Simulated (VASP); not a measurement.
Runs of VASP 6.6.1 on SiC. The structure is that of space group P6_3mc (No. 186), or close to it. The cells are those of the table. 

| cell | gap on the mesh (eV) | pressure (GPa) | largest force (eV/Å) |
| --- | --- | --- | --- |
| a = 3.076, b = 3.063, c = 5.048 Å, angles 90.0, 90.0, 119.6°, 4 atoms | 2.32 | 3.7 | 0.76 |
| a = 3.076, b = 3.029, c = 5.048 Å, angles 90.0, 90.0, 118.5°, 4 atoms | (c) | 3.9 | 0.86 |
| a = 3.076, b = 3.056, c = 5.048 Å, angles 90.0, 90.0, 119.4°, 4 atoms | 2.32 | 3.7 | 0.77 |
| a = 3.076, b = 3.036, c = 5.048 Å, angles 90.0, 90.0, 118.7°, 4 atoms | 2.27 | 3.8 | 0.84 |
| a = 3.077, b = 3.129, c = 5.048 Å, angles 90.0, 90.0, 121.7°, 4 atoms | (a) | 4.0 | (b) |

Alike in all rows: task single point; level PBE; potentials or basis VASP PAW PBE potentials, release 64 (Si, C); no spin polarisation; k mesh 12 × 12 × 6; cutoff (eV) 520; smearing gaussian 0.05 eV.

**Question.** Estimate the missing entries.

**Answer.** (a) 2.17; (b) 0.90; (c) 2.22.

A k mesh can miss the band edges.
